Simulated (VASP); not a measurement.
# O (Fm-3m) in VASP: notebook

O is run at these levels: LDA; tasks: single point, relaxation of cell and atoms.

Everything below comes from runs of VASP 6.6.1. Logs are shortened: lines on timing, memory, paths and dates and some standing lists are left out, and cuts for length are marked.

**1. The cell of the first run**

It takes space group Fm-3m (No. 225, cubic). The conventional cell has a = 2.960 Å, b = 2.960 Å, c = 2.960 Å, α = 90.00°, β = 90.00°, γ = 90.00°. O (site symmetry m-3m) has 12 O at 2.09 Å within 2.8 Å.

**2. Single point, LDA, collinear spin, ferromagnetic start**

File INCAR:

```
ALGO = Normal ; EDIFF = 1E-6
ENCUT = 520 ; ISIF = 2
ISMEAR = -1 ; ISPIN = 2
LASPH = True ; LCHARG = False
LORBIT = 11 ; LREAL = False
LWAVE = False ; MAGMOM = 2
NBANDS = 13 ; NELM = 150
PREC = Accurate ; SIGMA = 0.08
```

File KPOINTS:

```
k-points
0
Gamma
  18 18 18
```

File POSCAR:

```
O
1.0
    0.0000000000      1.4802206848      1.4802206848
    1.4802206848      0.0000000000      1.4802206848
    1.4802206848      1.4802206848      0.0000000000
O
1
Direct
    0.0000000000      0.0000000000      0.0000000000
```

Potentials or basis: VASP PAW LDA potentials, release 64 (O).

Launch:

```
$ cat potpaw_LDA.64/O/POTCAR > POTCAR
$ mpirun -np 1 vasp_std > vasp.out
```

OUTCAR:

```text
EDIFF = 1E-6
   ENCUT = 520
   ISIF = 2
   ISMEAR = -1
   ISPIN = 2
   LASPH = True
   LORBIT = 11
   LREAL = False
   NELM = 150
   PREC = Accurate

 ion  position               nearest neighbor table
   1  0.000  0.000  0.000-

  LATTYP: Found a face centered cubic cell.
 ALAT       =     2.9604413696

  Lattice vectors:

 A1 = (   0.0000000000,   1.4802206848,   1.4802206848)
 A2 = (   1.4802206848,   0.0000000000,   1.4802206848)
 A3 = (   1.4802206848,   1.4802206848,   0.0000000000)

Analysis of symmetry for initial positions (statically):
=====================================================================
 Subroutine PRICEL returns:
 Original cell was already a primitive cell.

 Routine SETGRP: Setting up the symmetry group for a
 face centered cubic supercell.

 Subroutine GETGRP returns: Found 48 space group operations
 (whereof 48 operations were pure point group operations)
 out of a pool of 48 trial point group operations.

The static configuration has the point symmetry O_h .

Analysis of symmetry for dynamics (positions and initial velocities):
=====================================================================
 Subroutine PRICEL returns:
 Original cell was already a primitive cell.

 Routine SETGRP: Setting up the symmetry group for a
 face centered cubic supercell.

 Subroutine GETGRP returns: Found 48 space group operations
 (whereof 48 operations were pure point group operations)
 out of a pool of 48 trial point group operations.

The dynamic configuration has the point symmetry O_h .

Analysis of structural, dynamic, and magnetic symmetry:
=====================================================================
 Subroutine PRICEL returns:
 Original cell was already a primitive cell.

 Routine SETGRP: Setting up the symmetry group for a
 face centered cubic supercell.

 Subroutine GETGRP returns: Found 48 space group operations
 (whereof 48 operations were pure point group operations)
 out of a pool of 48 trial point group operations.

The overall configuration has the point symmetry O_h .

 Subroutine INISYM returns: Found 48 space group operations
 (whereof 48 operations are pure point group operations),
 and found     1 'primitive' translations

----------------------------------------------------------------------------------------

                                     Primitive cell

  volume of cell :       6.4865

  direct lattice vectors                    reciprocal lattice vectors
     0.000000000  1.480220685  1.480220685    -0.337787470  0.337787470  0.337787470
     1.480220685  0.000000000  1.480220685     0.337787470 -0.337787470  0.337787470
     1.480220685  1.480220685  0.000000000     0.337787470  0.337787470 -0.337787470

  length of vectors
     2.093348168  2.093348168  2.093348168     0.585065060  0.585065060  0.585065060

  position of ions in fractional coordinates (direct lattice)
     0.000000000  0.000000000  0.000000000

  ion indices of the primitive-cell ions
   primitive index   ion index
                 1           1

----------------------------------------------------------------------------------------

 KPOINTS: k-points

Automatic generation of k-mesh.
 Grid dimensions read from file:
 generate k-points for:   18   18   18

 Generating k-lattice:

  Cartesian coordinates                     Fractional coordinates (reciprocal lattice)
    -0.018765971  0.018765971  0.018765971     0.055555556  0.000000000  0.000000000
     0.018765971 -0.018765971  0.018765971     0.000000000  0.055555556  0.000000000
     0.018765971  0.018765971 -0.018765971     0.000000000  0.000000000  0.055555556

  Length of vectors
     0.032503614  0.032503614  0.032503614

  Shift w.r.t. Gamma in fractional coordinates (k-lattice)
     0.000000000  0.000000000  0.000000000

 Subroutine IBZKPT returns following result:
 ===========================================

 Found    195 irreducible k-points:

 Following reciprocal coordinates:
            Coordinates               Weight
  0.000000  0.000000  0.000000      1.000000
  0.055556  0.000000  0.000000      8.000000
  0.111111  0.000000  0.000000      8.000000
  0.166667  0.000000  0.000000      8.000000
  0.222222  0.000000  0.000000      8.000000
  0.277778  0.000000  0.000000      8.000000
[... 16 lines left out ...]
 -0.277778  0.055556  0.000000     24.000000
 -0.222222  0.055556  0.000000     24.000000
 [... further k-points ...]
   k-points           NKPTS =    195   k-points in BZ     NKDIM =    195   number of bands    NBANDS=     13
   number of dos      NEDOS =    301   number of ions     NIONS =      1
   total plane-waves  NPLWV =   4096
   dimension x,y,z NGX =    16 NGY =   16 NGZ =   16
   dimension x,y,z NGXF=    32 NGYF=   32 NGZF=   32
   ions per type =               1
   NGX,Y,Z   is equivalent  to a cutoff of  12.71, 12.71, 12.71 a.u.
   NGXF,Y,Z  is equivalent  to a cutoff of  25.41, 25.41, 25.41 a.u.
 SYSTEM =  unknown system
   PREC   = accura    normal or accurate (medium, high low for compatibility)
   ISTART =      0    job   : 0-new  1-cont  2-samecut
   ICHARG =      2    charge: 1-file 2-atom 10-const
   ISPIN  =      2    spin polarized calculation?
   LNONCOLLINEAR =      F non collinear calculations
   LSORBIT =      F    spin-orbit coupling
   LASPH  =      T    aspherical Exc in radial PAW
   ENCUT  =  520.0 eV  38.22 Ry    6.18 a.u.   3.89  3.89  3.89*2*pi/ulx,y,z
   NELM   =    150;   NELMIN=  2; NELMDL= -5     # of ELM steps
   EDIFF  = 0.1E-05   stopping-criterion for ELM
   LREAL  =      F    real-space projection
   EDIFFG = 0.1E-04   stopping-criterion for IOM
   NSW    =      0    number of steps for IOM
   IBRION =     -1    ionic relax: 0-MD 1-quasi-New 2-CG
   NFREE  =      0    steps in history (QN), initial steepest desc. (CG)
   ISIF   =      2    stress and relaxation
   ISYM   =      2    0-nonsym 1-usesym 2-fastsym
   POTIM  = 0.5000    time-step for ionic-motion
   TEBEG  =    0.0;   TEEND  =   0.0 temperature during run
   PSTRESS=    0.0 pullay stress
   NELECT =       6.0000    total number of electrons
   NUPDOWN=      -1.0000    fix difference up-down
   EMIN   =  10.00;   EMAX   =-10.00  energy-range for DOS
   EFERMI =   0.00;   METHOD = LEGACY
   ISMEAR =    -1;   SIGMA  =   0.08  broadening in eV -4-tet -1-fermi 0-gaus
   EFERMI_NEDOS =   21; number of points for ismear=-14 and -15
   IALGO  =     38    algorithm
   IMIX   =      4    mixing-type and parameters
     AMIX     =   0.40;   BMIX     =  1.00
     AMIX_MAG =   1.60;   BMIX_MAG =  1.00
  volume/ion in A,a.u.               =       6.49        43.77
  Fermi-wavevector in a.u.,A,eV,Ry     =   1.595103  3.014308 34.618040  2.544354
  Thomas-Fermi vector in A             =   2.693074
   LORBIT       =     11    0 simple, 1 ext, 2 COOP (PROOUT), +10 PAW based schemes
   GGA     = CA    functional components
   LHFCALC =     F    Hartree Fock is set to
   AEXX    =    0.0000 exact exchange contribution
   IVDW    =     0    specifies the selected vdW correction
   LEPSILON=     F    determine dielectric tensor
   LRPA    =     F    only Hartree local field effects (RPA)
 spin polarized calculation
  energy-cutoff  :      520.00
  volume of cell :        6.49
 maximum number of plane-waves:       190
   NGX =  7   NGY =  7   NGZ =  7

 number of electron       5.9999999 magnetization      -0.0207496

 number of electron       5.9999999 magnetization       0.0011840

 Free energy of the ion-electron system (eV)
  ---------------------------------------------------
  ext. energy  EPLUGINS =         0.00000000
  ---------------------------------------------------
  free energy    TOTEN  =        -3.05776100 eV

  energy without entropy =       -3.03826824  energy(sigma->0) =       -3.04801462

 E-fermi :   4.5379     XC(G=0): -13.8299

 val. band max:        4.5372798636   @ k =   0.5000   0.2778   0.0556
 cond. band min:       4.5465749609   @ k =  -0.2778   0.3333   0.1111
 fundamental gap:      0.0092950972
 Fermi energy:         4.5379013865

 spin component 1

 k-point     1 :       0.0000    0.0000    0.0000
  band No.  band energies     occupation
      1     -18.8761      1.00000
      2       7.0388      0.00000
      3       7.0388      0.00000
      4       7.0388      0.00000
      5      26.8305      0.00000
      6      41.5118      0.00000
      7      41.5118      0.00000
      8      41.5118      0.00000
      9      46.6301      0.00000
     10      55.4210      0.00000
     11      55.4210      0.00000
     12      56.5116      0.00000
     13      56.5116      0.00000
[... 353 lines left out ...]
 k-point    24 :      -0.2222    0.0556    0.0000
  band No.  band energies     occupation
      1     -16.6986      1.00000
      2       2.3099      1.00000
      3       6.0888      0.00000
      4       6.6607      0.00000
      5      28.7168      0.00000
      6      33.5236      0.00000
      7      40.3080      0.00000
      8      41.8823      0.00000
      9      48.2118      0.00000
     10      49.2559      0.00000
     11      52.6299      0.00000
     12      63.0741      0.00000
     13      70.0057      0.00000

 [... further k-points ...]

 spin component 2

 k-point     1 :       0.0000    0.0000    0.0000
  band No.  band energies     occupation
      1     -18.8745      1.00000
      2       7.0412      0.00000
      3       7.0412      0.00000
      4       7.0412      0.00000
      5      26.8318      0.00000
      6      41.5126      0.00000
      7      41.5126      0.00000
      8      41.5126      0.00000
      9      46.6305      0.00000
     10      55.4221      0.00000
     11      55.4221      0.00000
     12      56.5121      0.00000
     13      56.5121      0.00000
[... 353 lines left out ...]
 k-point    24 :      -0.2222    0.0556    0.0000
  band No.  band energies     occupation
      1     -16.6969      1.00000
      2       2.3120      1.00000
      3       6.0911      0.00000
      4       6.6631      0.00000
      5      28.7182      0.00000
      6      33.5245      0.00000
      7      40.3088      0.00000
      8      41.8831      0.00000
      9      48.2126      0.00000
     10      49.2564      0.00000
     11      52.6307      0.00000
     12      63.0747      0.00000
     13      70.0065      0.00000

 [... further k-points ...]
[... 5 lines left out ...]
  --------------------------------------------------------------------------------------
  -------------------------------------------------------------------------------------
  Total        1.0776495      1.0776495      1.0776495     -0.0000000     -0.0000000      0.0000000
  in kB      266.1820154    266.1820154    266.1820154     -0.0000000     -0.0000000      0.0000000
  external PRESSURE =     266.1820154 kB  Pullay stress =       0.0000000 kB

 VOLUME and BASIS-vectors are now :
 -----------------------------------------------------------------------------
  energy-cutoff  :      520.00
  volume of cell :        6.49
      direct lattice vectors                 reciprocal lattice vectors
     0.000000000  1.480220685  1.480220685    -0.337787470  0.337787470  0.337787470
     1.480220685  0.000000000  1.480220685     0.337787470 -0.337787470  0.337787470
     1.480220685  1.480220685  0.000000000     0.337787470  0.337787470 -0.337787470

 POSITION                                       TOTAL-FORCE (eV/Angst)
 -----------------------------------------------------------------------------------
      0.00000      0.00000      0.00000         0.000000     -0.000000     -0.000000
 -----------------------------------------------------------------------------------
    total drift:                                0.000000     -0.000000     -0.000000

  FREE ENERGIE OF THE ION-ELECTRON SYSTEM (eV)
  ---------------------------------------------------
  free  energy   TOTEN  =        -3.0577610031 eV

  energy  without entropy=       -3.0382682396  energy(sigma->0) =       -3.04801462

 total charge

# of ion       s       p       d       tot
------------------------------------------
    1        1.668   2.937   0.000   4.605

 magnetization (x)

# of ion       s       p       d       tot
------------------------------------------
    1        0.000   0.001   0.000   0.001
```

It took 17 s on 1 thread of AMD EPYC 9R45 (Zen 5), shared host; peak memory 0.09 GiB.

Results:

| Item | Value |
| --- | --- |
| Free energy | -3.0578 eV |
| Pressure | 26.6 GPa |
| Band gap on the k mesh | zero (filled and empty bands overlap) |
| Net moment | 0.00 μB per cell |
| Valence electrons inside the program's atomic spheres | O 4.61 |

**3. Relaxation of cell and atoms, LDA**

This run uses another cell than the first one, of 11.00 Å³/atom, 1.696 times its volume.

File INCAR:

```
PREC = Accurate
ENCUT = 600
EDIFF = 1E-6
ISMEAR = -1
SIGMA = 0.08
LREAL = False
LASPH = True
NELM = 60
ALGO = Normal
ISIF = 3
LWAVE = False
LCHARG = False
IBRION = 2
NSW = 60
EDIFFG = -0.005
```

File KPOINTS:

```
regular mesh
0
Gamma
  18 18 18
```

File POSCAR:

```
O
1.0
    0.0000000000      1.7651741677      1.7651741677
    1.7651741677      0.0000000000      1.7651741677
    1.7651741677      1.7651741677      0.0000000000
O
1
Direct
    0.0000000000      0.0000000000      0.0000000000
```

Potentials or basis: VASP PAW LDA potentials, release 64 (O).

Launch:

```
$ cat potpaw_LDA.64/O/POTCAR > POTCAR
$ mpirun -np 1 vasp_std > vasp.out
```

Wall time 20 s (1 thread of AMD EPYC 9R45 (Zen 5), shared host); peak memory 0.09 GiB.

Results (log left out):

| Property | Result |
| --- | --- |
| Free energy | -3.1278 eV |
| Relaxed volume | 7.21 Å³/atom |
| Relaxed cell | a = 2.169 Å, b = 2.169 Å, c = 2.169 Å, α = 60.00°, β = 60.00°, γ = 60.00° |
| Space group after relaxing (to 0.05 Å) | Fm-3m (No. 225) |
| Energy gained by relaxing | 553.3 meV/atom |
| Ionic steps | 6 |
| Pressure after relaxing | 0.0 GPa |
| Band gap on the k mesh | zero (band 3 reaches 5.15 eV, above the bottom of band 4 at 1.17 eV) |

The path:
```
step  energy change (eV)  largest force (eV/Å)  pressure (GPa)  volume (Å³)
   1              0.0000                0.0000          -30.65        11.00
   2             -0.5111                0.0000          -16.09         7.98
   3             -0.5529                0.0000           -1.85         7.28
   4             -0.5533                0.0000            0.31         7.20
   5             -0.5533                0.0000           -0.11         7.22
   6             -0.5533                0.0000           -0.01         7.21
```

Final structure:
```
O
1.0
     0.00000    1.53356    1.53356
     1.53356    0.00000    1.53356
     1.53356    1.53356    0.00000
O
1
Direct
  0.00000 0.00000 0.00000
```

Levels at points of the mesh, in eV from the Fermi level:
| k point | band 1 | band 2 | band 3 | band 4 | band 5 | band 6 | band 7 |
| --- | --- | --- | --- | --- | --- | --- | --- |
| (0.00, 0.00, 0.00) | -22.03 | 2.16 | 2.16 | 2.16 | 20.03 | 35.56 | 35.56 |
| (0.50, 0.00, 0.00) | -16.82 | -7.76 | 1.24 | 1.24 | 22.53 | 26.08 | 32.97 |
| (0.50, 0.50, 0.00) | -15.04 | -6.52 | -0.86 | -0.86 | 17.01 | 21.90 | 31.03 |

Caveat: the volume moved by over 15 % at a fixed basis, so the end points are rough.

**4. Single point, LDA (volume scaled by 0.4)**

File INCAR:

```
SYSTEM = O
  PREC = Accurate
  ENCUT = 520
  EDIFF = 1E-6
  ISMEAR = -1
  SIGMA = 0.08
  LREAL = .FALSE.
  LASPH = .TRUE.
  NELM = 80
  ALGO = Normal
  ISIF = 2
  LWAVE = .FALSE.
  LCHARG = .TRUE.
  LELF = .TRUE.
  LVHAR = .TRUE.
  NBANDS = 9
```

File KPOINTS:

```
Automatic mesh
0
G
  18 18 18
  0 0 0
```

File POSCAR:

```
O
1.0
    0.0000000000      1.1296198000      1.1296198000
    1.1296198000      0.0000000000      1.1296198000
    1.1296198000      1.1296198000      0.0000000000
O
1
Direct
    0.0000000000      0.0000000000      0.0000000000
```

Launch:

```
$ cat potpaw_LDA.64/O/POTCAR > POTCAR
$ mpirun -np 1 vasp_std > vasp.out
```

It took 3.5 s on 1 thread of Intel Xeon 6975P-C, shared host; peak memory 0.1 GiB.

The run converged, but its numbers aren't listed here, since they failed a check.

Caveat: the cell differs from its parent crystal (volume scaled by 0.4).
